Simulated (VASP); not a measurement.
Runs of VASP 6.6.1 on CsCl. Symmetry: Pm-3m, No. 221, cubic system. The conventional cell has a = 4.141 Å, b = 4.141 Å, c = 4.141 Å, α = 90.00°, β = 90.00°, γ = 90.00°. Within 4.7 Å of Cs (site symmetry m-3m) lie 8 Cl at 3.59 Å and 6 Cs at 4.14 Å. Cl (site symmetry m-3m) has 8 Cs at 3.59 Å and 6 Cl at 4.14 Å within 4.7 Å. 

```tsv
level	cutoff (eV)	smearing	grid for exact exchange (PRECFOCK)	share of exact exchange	screening parameter	gap on the mesh (eV)	pressure (GPa)
HSE06	400	gaussian 0.01 eV	Normal	0.25	0.2079 1/Å	6.51	0.4
HSE06	400	fermi-dirac 0.05 eV	Normal	0.25	0.2079 1/Å	6.51	0.4
PBE-based screened hybrid with 10 % exact exchange	400	gaussian 0.01 eV	Normal	0.1	0.3 1/Å	5.63	0.6
PBE-based screened hybrid with 15 % exact exchange	400	gaussian 0.01 eV	Normal	0.15	0.5 1/Å	5.61	0.6
PBEsol	500	gaussian 0.01 eV	-	-	-	4.99	(a)
PBE-based screened hybrid with 30 % exact exchange	400	gaussian 0.01 eV	Normal	0.3	0.3 1/Å	(b)	0.3
```

Alike in all rows: task single point; potentials or basis VASP PAW PBE potentials, release 64 (Cs_sv, Cl); no spin polarisation; cell as given; k mesh 4 × 4 × 4.

Problem. Fill in the values left out.

Solution. (a) -0.8; (b) 6.49.

Caveats: the PAW data sets were made with another functional, which shifts forces and pressure a little; spin-orbit coupling is left out, which moves the levels of the heavy elements.

A k mesh can miss the band edges, and the runs leave out spin-orbit coupling on Cs.
